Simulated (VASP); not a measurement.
A run of VASP 6.6.1 is set up as follows.

File INCAR:

```
SYSTEM = WC
PREC = Accurate ; ENCUT = 520
EDIFF = 1E-6 ; ISMEAR = 0
SIGMA = 0.03 ; LREAL = .False.
LASPH = .True. ; NELM = 100
ALGO = Normal ; ISIF = 2
LWAVE = .False. ; LCHARG = .False.
GGA = PE ; NBANDS = 16
```

KPOINTS

```
Automatic mesh
0
Gamma
  10 10 6
  0 0 0
```

Contents of POSCAR:

```
WC
1.0
    1.6403461100     -2.1180379000      0.0000000000
    1.6403461100      2.1180379000      0.0000000000
    0.0000000000      0.0000000000      4.3094211000
W C
1 1
Direct
    0.5000000000      0.5000000000      0.5000000000
    0.0000000000      0.0000000000      0.0000000000
```

Potentials or basis: VASP PAW PBE potentials, release 64 (W_sv, C).

The run is started by

```bash
$ cat potpaw_PBE.64/W_sv/POTCAR potpaw_PBE.64/C/POTCAR > POTCAR
$ mpirun -np 1 vasp_std > vasp.out
```

What does it give for the pressure?

-31.9 GPa.

What does it give for the band gap on the k mesh?

Zero (bands 9 and 10 overlap by 4.08 eV).

Stress tensor (GPa, compression positive):
```
-34.97   0.00   0.00
  0.00  -1.97   0.00
  0.00   0.00 -58.75
```

Caveat: the stress differs along the axes, from -59 to -2 GPa; spin-orbit coupling is left out, which moves the levels of the heavy elements.
